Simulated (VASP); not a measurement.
# Al in VASP: further runs

Runs on Al. Level: PBE. Tasks: single point.

Program: VASP 6.6.1. These are calculated values, not measurements. Logs are shortened: lines on timing, memory, paths and dates and some standing lists are left out, and cuts for length are marked.

## 1. The cell of the first run

The cell holds a slab with vacuum, 16 atoms: a = 8.100 Å, b = 5.728 Å, c = 15.296 Å, α = 90.00°, β = 90.00°, γ = 90.00°.

## 2. Single point, PBE

INCAR reads:

```
PREC = Accurate ; ENCUT = 520
EDIFF = 1E-7 ; ISMEAR = -1
SIGMA = 0.15 ; LREAL = Auto
LASPH = True ; NELM = 80
ALGO = Normal ; ISIF = 2
LWAVE = False ; LCHARG = True
GGA = PE ; LELF = True
LVHAR = True ; NBANDS = 38
```

KPOINTS reads:

```
regular mesh
0
Gamma
  2 2 1
```

POSCAR reads:

```
Al
1.0
    8.1000000000      0.0000000000      0.0000000000
    0.0000000000      5.7275650000      0.0000000000
    0.0000000000      0.0000000000     15.2956740000
Al
16
Direct
    0.2500000000      0.2500015277      0.0653779624
    0.7500000000      0.2500015277      0.0653779624
    0.2500000000      0.7500045831      0.0653779624
    0.7500000000      0.7500045831      0.0653779624
    0.0070000000     -0.0085202001      0.1539062613
    0.5035308642     -0.0089741452      0.1460020657
   -0.0087777778      0.4872576741      0.1474273053
    0.5110246914      0.4872227552      0.1468781304
    0.2636666667      0.2393338181      0.2519862806
    0.7542469136      0.2448509969      0.2554643882
    0.2538024691      0.7423398949      0.2459061301
    0.7616790123      0.7606024550      0.2384072778
    0.0169753086     -0.0164293203      0.3254841859
    0.5112222222     -0.0363330665      0.3158474743
    0.0313827160      0.4987634361      0.3353889472
    0.4818148148      0.4598463745      0.3396058258
```

Potentials or basis: VASP PAW PBE potentials, release 64 (Al).

The run is started by

```sh
$ cat potpaw_PBE.64/Al/POTCAR > POTCAR
$ mpirun -np 1 vasp_std > vasp.out
```

OUTCAR:

```text
PREC = Accurate
   ENCUT = 520
   EDIFF = 1E-7
   ISMEAR = -1
   LREAL = Auto
   LASPH = True
   NELM = 80
   ISIF = 2
   GGA = PE

 ion  position               nearest neighbor table
   1  0.250  0.250  0.065-   7 2.80   8 2.81   5 2.81   6 2.82   9 2.86   3 2.86   3 2.86
   2  0.750  0.250  0.065-   8 2.67   7 2.69   6 2.78   4 2.86   4 2.86   5 2.89  10 2.91
   3  0.250  0.750  0.065-   5 2.76  11 2.76   6 2.76   1 2.86   1 2.86   7 2.87   8 2.88
   4  0.750  0.750  0.065-  12 2.65   6 2.72   8 2.75   7 2.77   5 2.84   2 2.86   2 2.86
   5  0.007  0.991  0.154-  13 2.63  12 2.71   3 2.76   1 2.81  11 2.83   4 2.84   7 2.84   2 2.89
                             7 2.89   9 2.93  10 2.95
   6  0.504  0.991  0.146-  14 2.60   4 2.72   3 2.76   2 2.78   1 2.82   8 2.84  12 2.85   8 2.89
                             9 2.90  11 2.91  10 3.01
   7  0.991  0.487  0.147-   2 2.69   4 2.77   1 2.80  12 2.80   5 2.84   3 2.87  10 2.89   5 2.89
                            15 2.89  11 2.99   9 3.07
   8  0.511  0.487  0.147-   2 2.67   4 2.75   1 2.81   6 2.84   3 2.88   6 2.89  12 2.92  10 2.93
                             9 2.94  11 2.96  16 2.96
   9  0.264  0.239  0.252-  16 2.55  15 2.72  13 2.72  14 2.73  11 2.85   1 2.86  11 2.88   6 2.90
                             5 2.93   8 2.94   7 3.07
  10  0.754  0.245  0.255-  14 2.71  12 2.79  13 2.81  16 2.84   7 2.89   2 2.91   8 2.93  15 2.94
                             5 2.95  12 2.97   6 3.01
  11  0.254  0.742  0.246-  15 2.66  13 2.66  14 2.66   3 2.76   5 2.83  16 2.84   9 2.85   9 2.88
                             6 2.91   8 2.96   7 2.99
  12  0.762  0.761  0.238-  14 2.62   4 2.65   5 2.71  13 2.77  10 2.79   7 2.80   6 2.85   8 2.92
                            10 2.97  15 3.04  16 3.24
  13  0.017  0.984  0.325-   5 2.63  11 2.66   9 2.72  12 2.77  15 2.78  10 2.81  15 2.96
  14  0.511  0.964  0.316-   6 2.60  12 2.62  11 2.66  10 2.71   9 2.73  16 2.87  16 2.92
  15  0.031  0.499  0.335-  11 2.66   9 2.72  13 2.78   7 2.89  10 2.94  13 2.96  12 3.04
  16  0.482  0.460  0.340-   9 2.55  10 2.84  11 2.84  14 2.87  14 2.92   8 2.96  12 3.24

  LATTYP: Found a simple orthorhombic cell.
 ALAT       =     5.7275650000
 B/A-ratio  =     1.4142135445
 C/A-ratio  =     2.6705369559

  Lattice vectors:

 A1 = (   0.0000000000,  -5.7275650000,   0.0000000000)
 A2 = (   8.1000000000,   0.0000000000,   0.0000000000)
 A3 = (   0.0000000000,   0.0000000000,  15.2956740000)

Analysis of symmetry for initial positions (statically):
=====================================================================
 Subroutine PRICEL returns:
 Original cell was already a primitive cell.

 Routine SETGRP: Setting up the symmetry group for a
 simple orthorhombic supercell.

 Subroutine GETGRP returns: Found  1 space group operations
 (whereof  1 operations were pure point group operations)
 out of a pool of  8 trial point group operations.

The static configuration has the point symmetry C_1 .

Analysis of symmetry for dynamics (positions and initial velocities):
=====================================================================
 Subroutine PRICEL returns:
 Original cell was already a primitive cell.

 Routine SETGRP: Setting up the symmetry group for a
 simple orthorhombic supercell.

 Subroutine GETGRP returns: Found  1 space group operations
 (whereof  1 operations were pure point group operations)
 out of a pool of  8 trial point group operations.

The dynamic configuration has the point symmetry C_1 .

 Subroutine INISYM returns: Found  1 space group operations
 (whereof  1 operations are pure point group operations),
 and found     1 'primitive' translations

----------------------------------------------------------------------------------------

                                     Primitive cell

  volume of cell :     709.6164

  direct lattice vectors                    reciprocal lattice vectors
     8.100000000  0.000000000  0.000000000     0.123456790  0.000000000  0.000000000
     0.000000000  5.727565000  0.000000000     0.000000000  0.174594265  0.000000000
     0.000000000  0.000000000 15.295674000     0.000000000  0.000000000  0.065377962

  length of vectors
     8.100000000  5.727565000 15.295674000     0.123456790  0.174594265  0.065377962

  position of ions in fractional coordinates (direct lattice)
     0.250000000  0.250001528  0.065377962
     0.750000000  0.250001528  0.065377962
     0.250000000  0.750004583  0.065377962
     0.750000000  0.750004583  0.065377962
     0.007000000  0.991479800  0.153906261
     0.503530864  0.991025855  0.146002066
[... 8 lines left out ...]
     0.031382716  0.498763436  0.335388947
     0.481814815  0.459846375  0.339605826

  ion indices of the primitive-cell ions
   primitive index   ion index
                 1           1
                 2           2
                 3           3
                 4           4
                 5           5
                 6           6
[... 8 lines left out ...]
                15          15
                16          16

----------------------------------------------------------------------------------------

 KPOINTS: regular mesh

Automatic generation of k-mesh.
 Grid dimensions read from file:
 generate k-points for:    2    2    1

 Generating k-lattice:

  Cartesian coordinates                     Fractional coordinates (reciprocal lattice)
     0.061728395  0.000000000  0.000000000     0.500000000  0.000000000  0.000000000
     0.000000000  0.087297132  0.000000000     0.000000000  0.500000000  0.000000000
     0.000000000  0.000000000  0.065377962     0.000000000  0.000000000  1.000000000

  Length of vectors
     0.061728395  0.087297132  0.065377962

  Shift w.r.t. Gamma in fractional coordinates (k-lattice)
     0.000000000  0.000000000  0.000000000

 Subroutine IBZKPT returns following result:
 ===========================================

 Found      4 irreducible k-points:

 Following reciprocal coordinates:
            Coordinates               Weight
  0.000000  0.000000  0.000000      1.000000
  0.500000  0.000000  0.000000      1.000000
  0.000000  0.500000  0.000000      1.000000
  0.500000  0.500000  0.000000      1.000000
   k-points           NKPTS =      4   k-points in BZ     NKDIM =      4   number of bands    NBANDS=     38
   number of dos      NEDOS =    301   number of ions     NIONS =     16
   total plane-waves  NPLWV = 345600
   dimension x,y,z NGX =    60 NGY =   48 NGZ =  120
   dimension x,y,z NGXF=   120 NGYF=   96 NGZF=  240
   ions per type =              16
   NGX,Y,Z   is equivalent  to a cutoff of  12.31, 13.93, 13.04 a.u.
   NGXF,Y,Z  is equivalent  to a cutoff of  24.63, 27.86, 26.09 a.u.
 SYSTEM =  unknown system
   PREC   = accura    normal or accurate (medium, high low for compatibility)
   ISTART =      0    job   : 0-new  1-cont  2-samecut
   ICHARG =      2    charge: 1-file 2-atom 10-const
   ISPIN  =      1    spin polarized calculation?
   LNONCOLLINEAR =      F non collinear calculations
   LSORBIT =      F    spin-orbit coupling
   LASPH  =      T    aspherical Exc in radial PAW
   ENCUT  =  520.0 eV  38.22 Ry    6.18 a.u.  15.06 10.65 28.44*2*pi/ulx,y,z
   NELM   =     80;   NELMIN=  2; NELMDL= -5     # of ELM steps
   EDIFF  = 0.1E-06   stopping-criterion for ELM
   LREAL  =      T    real-space projection
   EDIFFG = 0.1E-05   stopping-criterion for IOM
   NSW    =      0    number of steps for IOM
   IBRION =     -1    ionic relax: 0-MD 1-quasi-New 2-CG
   NFREE  =      0    steps in history (QN), initial steepest desc. (CG)
   ISIF   =      2    stress and relaxation
   ISYM   =      2    0-nonsym 1-usesym 2-fastsym
   POTIM  = 0.5000    time-step for ionic-motion
   TEBEG  =    0.0;   TEEND  =   0.0 temperature during run
   PSTRESS=    0.0 pullay stress
   NELECT =      48.0000    total number of electrons
   NUPDOWN=      -1.0000    fix difference up-down
   EMIN   =  10.00;   EMAX   =-10.00  energy-range for DOS
   EFERMI =   0.00;   METHOD = LEGACY
   ISMEAR =    -1;   SIGMA  =   0.15  broadening in eV -4-tet -1-fermi 0-gaus
   EFERMI_NEDOS =   21; number of points for ismear=-14 and -15
   IALGO  =     38    algorithm
   IMIX   =      4    mixing-type and parameters
     AMIX     =   0.40;   BMIX     =  1.00
     AMIX_MAG =   1.60;   BMIX_MAG =  1.00
  volume/ion in A,a.u.               =      44.35       299.30
  Fermi-wavevector in a.u.,A,eV,Ry     =   0.667033  1.260510  6.053682  0.444933
  Thomas-Fermi vector in A             =   1.741516
   LORBIT       =      0    0 simple, 1 ext, 2 COOP (PROOUT), +10 PAW based schemes
   GGA     = PE    functional components
   LHFCALC =     F    Hartree Fock is set to
   AEXX    =    0.0000 exact exchange contribution
   IVDW    =     0    specifies the selected vdW correction
   LEPSILON=     F    determine dielectric tensor
   LRPA    =     F    only Hartree local field effects (RPA)
 non-spin polarized calculation
  energy-cutoff  :      520.00
  volume of cell :      709.62
 maximum number of plane-waves:     19139
   NGX = 31   NGY = 21   NGZ = 57

 number of electron      48.0000000 magnetization

 Free energy of the ion-electron system (eV)
  ---------------------------------------------------
  ext. energy  EPLUGINS =         0.00000000
  ---------------------------------------------------
  free energy    TOTEN  =       -53.81695533 eV

  energy without entropy =      -53.24704047  energy(sigma->0) =      -53.53199790

 E-fermi :   0.4686     XC(G=0):  -5.0518

 val. band max:        0.4655244938   @ k =   0.0000   0.5000   0.0000
 cond. band min:       0.5295276797   @ k =   0.0000   0.0000   0.0000
 fundamental gap:      0.0640031859
 Fermi energy:         0.4686418069

 k-point     1 :       0.0000    0.0000    0.0000
  band No.  band energies     occupation
      1      -9.8483      2.00000
      2      -7.7411      2.00000
      3      -7.6430      2.00000
      4      -7.3052      2.00000
      5      -5.5698      2.00000
      6      -5.4187      2.00000
[... 28 lines left out ...]
     35       2.6730      0.00000
     36       2.7545      0.00000

 k-point     2 :       0.5000    0.0000    0.0000
  band No.  band energies     occupation
      1      -9.3045      2.00000
      2      -9.2837      2.00000
      3      -6.9301      2.00000
      4      -6.8263      2.00000
      5      -5.0705      2.00000
      6      -4.9754      2.00000
[... 28 lines left out ...]
     35       2.7663      0.00000
     36       2.7896      0.00000

 k-point     3 :       0.0000    0.5000    0.0000
  band No.  band energies     occupation
      1      -8.8791      2.00000
      2      -8.5760      2.00000
      3      -6.7825      2.00000
      4      -6.6614      2.00000
      5      -6.5848      2.00000
      6      -6.3693      2.00000
[... 28 lines left out ...]
     35       2.7814      0.00000
     36       2.8848      0.00000

 k-point     4 :       0.5000    0.5000    0.0000
  band No.  band energies     occupation
      1      -8.3472      2.00000
      2      -8.3211      2.00000
      3      -8.0503      2.00000
      4      -7.9901      2.00000
      5      -5.8805      2.00000
      6      -5.8256      2.00000
[... 28 lines left out ...]
     35       2.9671      0.00000
     36       3.0797      0.00000
 [bands above 36 left out]

------------------------ aborting loop because EDIFF is reached ----------------------------------------

  FORCE on cell =-STRESS in cart. coord.  units (eV):
  Direction    XX          YY          ZZ          XY          YZ          ZX
  --------------------------------------------------------------------------------------
  -------------------------------------------------------------------------------------
  Total        4.1590656    -12.5950420      1.9413326      0.5201762      1.7086930     -1.1458402
  in kB        9.3903697    -28.4371808      4.3831553      1.1744577      3.8579000     -2.5870868
  external PRESSURE =      -4.8878853 kB  Pullay stress =       0.0000000 kB

 VOLUME and BASIS-vectors are now :
 -----------------------------------------------------------------------------
  energy-cutoff  :      520.00
  volume of cell :      709.62
      direct lattice vectors                 reciprocal lattice vectors
     8.100000000  0.000000000  0.000000000     0.123456790  0.000000000  0.000000000
     0.000000000  5.727565000  0.000000000     0.000000000  0.174594265  0.000000000
     0.000000000  0.000000000 15.295674000     0.000000000  0.000000000  0.065377962

 POSITION                                       TOTAL-FORCE (eV/Angst)
 -----------------------------------------------------------------------------------
      2.02500      1.43190      1.00000         0.003732      0.022461      0.149665
      6.07500      1.43190      1.00000         0.147478     -0.319230      0.010832
      2.02500      4.29570      1.00000        -0.007578     -0.258414      0.007957
      6.07500      4.29570      1.00000         0.201362      0.008273     -0.381003
      0.05670      5.67877      2.35410        -0.037641      0.238054     -0.578086
      4.07860      5.67617      2.23320        -0.188257      0.153150     -0.306574
[... 8 lines left out ...]
      0.25420      2.85670      5.13000        -0.677796     -0.172475     -0.105214
      3.90270      2.63380      5.19450         0.758077      0.647443     -0.116178
 -----------------------------------------------------------------------------------
    total drift:                                0.009205     -0.002573      0.006316

  FREE ENERGIE OF THE ION-ELECTRON SYSTEM (eV)
  ---------------------------------------------------
  free  energy   TOTEN  =       -53.8169553289 eV

  energy  without entropy=      -53.2470404692  energy(sigma->0) =      -53.53199790
```

Run time: 2.4 min. Hardware: 1 thread of Intel Xeon Platinum 8488C (Sapphire Rapids), shared host; peak memory 0.64 GiB.

Results:

```yaml
Free_energy: -53.8170 eV
Largest_force: 1.006 eV/Å
Band_gap_on_the_k_mesh: zero (band 24 reaches 0.68 eV, above the bottom of band 25 at 0.44 eV)
```

Forces in eV/Å, atoms in the order of the input:
```
Al   0.004  0.022  0.150
Al   0.147 -0.319  0.011
Al  -0.008 -0.258  0.008
Al   0.201  0.008 -0.381
Al  -0.038  0.238 -0.578
Al  -0.188  0.153 -0.307
Al   0.512  0.090  0.268
Al  -0.424  0.127  0.412
Al  -0.396 -0.191 -0.780
Al   0.197  0.517 -0.162
Al   0.322 -0.287 -0.463
Al   0.046 -0.788  0.624
Al  -0.323  0.221  0.553
Al  -0.134 -0.008  0.867
Al  -0.678 -0.172 -0.105
Al   0.758  0.647 -0.116
```

Levels at points of the mesh, in eV from the Fermi level:
```csv
k point,band 21,band 22,band 23,band 24,band 25,band 26,band 27,band 28
"(0.00, 0.00, 0.00)",-1.20,-0.89,-0.80,-0.66,-0.03,0.06,0.08,1.35
"(0.50, 0.00, 0.00)",-0.99,-0.93,-0.87,-0.80,0.32,0.36,0.41,0.43
"(0.00, 0.50, 0.00)",-0.83,-0.73,0.00,0.21,0.36,0.65,1.00,1.15
"(0.50, 0.50, 0.00)",-0.42,-0.32,-0.23,-0.10,0.27,0.33,0.50,0.58
```

Caveat: the k points lie up to 0.55 Å⁻¹ apart.

## 3. Single point, PBE

INCAR reads:

```
SYSTEM = Al
ALGO = Normal ; EDIFF = 1E-6
ENCUT = 520 ; GGA = PE
ISIF = 2 ; ISMEAR = -1
LASPH = .True. ; LCHARG = .False.
LREAL = Auto ; LWAVE = .False.
NBANDS = 38 ; NELM = 80
PREC = Accurate ; SIGMA = 0.15
```

KPOINTS reads:

```
k-points
0
Gamma
  2 2 1
  0 0 0
```

POSCAR reads:

```
Al
1.0
    8.1000000000      0.0000000000      0.0000000000
    0.0000000000      5.7275650000      0.0000000000
    0.0000000000      0.0000000000     15.2956740000
Al
16
Direct
    0.2500000000      0.2500015277      0.0653779624
    0.7500000000      0.2500015277      0.0653779624
    0.2500000000      0.7500045831      0.0653779624
    0.7500000000      0.7500045831      0.0653779624
   -0.0033950617     -0.0282842709      0.1545469654
    0.5132345679     -0.0347791775      0.1623988587
   -0.0069012346      0.5024124563      0.1501078017
    0.5031728395      0.4798723367      0.1567828917
    0.2299753086      0.2163397535      0.2429771973
    0.7565185185      0.2874345381      0.2493907755
    0.2372716049      0.7400352506      0.2472398405
    0.7695308642      0.7630118558      0.2649507305
    0.0143950617     -0.0003491885      0.3329568870
    0.4981851852     -0.0022697254      0.3302240882
   -0.0067407407      0.5051012079      0.3475884750
    0.4644444444      0.4986412201      0.3375071932
```

Potentials or basis: VASP PAW PBE potentials, release 64 (Al).

The run is started by

```sh
$ cat potpaw_PBE.64/Al/POTCAR > POTCAR
$ mpirun -np 1 vasp_std > vasp.out
```

OUTCAR:

```text
SYSTEM = Al
   EDIFF = 1E-6
   ENCUT = 520
   GGA = PE
   ISIF = 2
   ISMEAR = -1
   LASPH = .True.
   LREAL = Auto
   NELM = 80
   PREC = Accurate

 ion  position               nearest neighbor table
   1  0.250  0.250  0.065-   9 2.73   8 2.81   7 2.85   3 2.86   3 2.86   5 2.93   6 3.07
   2  0.750  0.250  0.065-   7 2.77   8 2.77  10 2.82   4 2.86   4 2.86   5 2.90   6 2.92
   3  0.250  0.750  0.065-   5 2.77  11 2.78   7 2.83   1 2.86   1 2.86   6 2.88   8 2.92
   4  0.750  0.750  0.065-   6 2.72   5 2.73   7 2.75   2 2.86   2 2.86   8 2.89  12 3.06
   5  0.997  0.972  0.155-   7 2.69   9 2.71   4 2.73  13 2.74  11 2.75  12 2.77   3 2.77   2 2.90
[... 382 lines left out ...]
  in kB        4.7169730    -32.2039022      2.9701797      0.5563343     -0.1912212      1.2451002
  external PRESSURE =      -8.1722498 kB  Pullay stress =       0.0000000 kB

 VOLUME and BASIS-vectors are now :
 -----------------------------------------------------------------------------
  energy-cutoff  :      520.00
  volume of cell :      709.62
      direct lattice vectors                 reciprocal lattice vectors
     8.100000000  0.000000000  0.000000000     0.123456790  0.000000000  0.000000000
     0.000000000  5.727565000  0.000000000     0.000000000  0.174594265  0.000000000
     0.000000000  0.000000000 15.295674000     0.000000000  0.000000000  0.065377962

 POSITION                                       TOTAL-FORCE (eV/Angst)
 -----------------------------------------------------------------------------------
      2.02500      1.43190      1.00000         0.063475     -0.148582      0.129237
      6.07500      1.43190      1.00000         0.011156     -0.101876      0.176303
      2.02500      4.29570      1.00000         0.208214     -0.029840      0.037431
      6.07500      4.29570      1.00000        -0.138086     -0.152194      0.084408
      8.07250      5.56556      2.36390        -0.230608      0.715047     -0.340498
      4.15720      5.52837      2.48400        -0.301379      0.399301     -0.717020
[... 8 lines left out ...]
      8.04540      2.89300      5.31660         0.568273     -0.311303     -0.182685
      3.76200      2.85600      5.16240         0.416373     -0.237660     -0.046295
 -----------------------------------------------------------------------------------
    total drift:                               -0.007102     -0.003848     -0.007152

  FREE ENERGIE OF THE ION-ELECTRON SYSTEM (eV)
  ---------------------------------------------------
  free  energy   TOTEN  =       -53.6863409124 eV

  energy  without entropy=      -53.1094050471  energy(sigma->0) =      -53.39787298
```

Wall time 2.6 min (1 thread of Intel Xeon Platinum 8488C (Sapphire Rapids), shared host); peak memory 0.63 GiB.

What came out:

* Free energy: -53.6863 eV
* Largest force: 1.190 eV/Å
* Band gap on the k mesh: zero (band 24 reaches 0.62 eV, above the bottom of band 25 at 0.34 eV)

Forces in eV/Å, atoms in the order of the input:
```
Al   0.063 -0.149  0.129
Al   0.011 -0.102  0.176
Al   0.208 -0.030  0.037
Al  -0.138 -0.152  0.084
Al  -0.231  0.715 -0.340
Al  -0.301  0.399 -0.717
Al   0.376 -0.396  0.140
Al  -0.270  0.027 -0.216
Al   0.756  0.918 -0.022
Al  -0.270 -0.645  0.298
Al   0.255 -0.505 -0.024
Al  -0.889  0.017 -0.444
Al  -0.492  0.213  0.642
Al  -0.064  0.238  0.484
Al   0.568 -0.311 -0.183
Al   0.416 -0.238 -0.046
```

Caveat: the k points lie up to 0.55 Å⁻¹ apart.
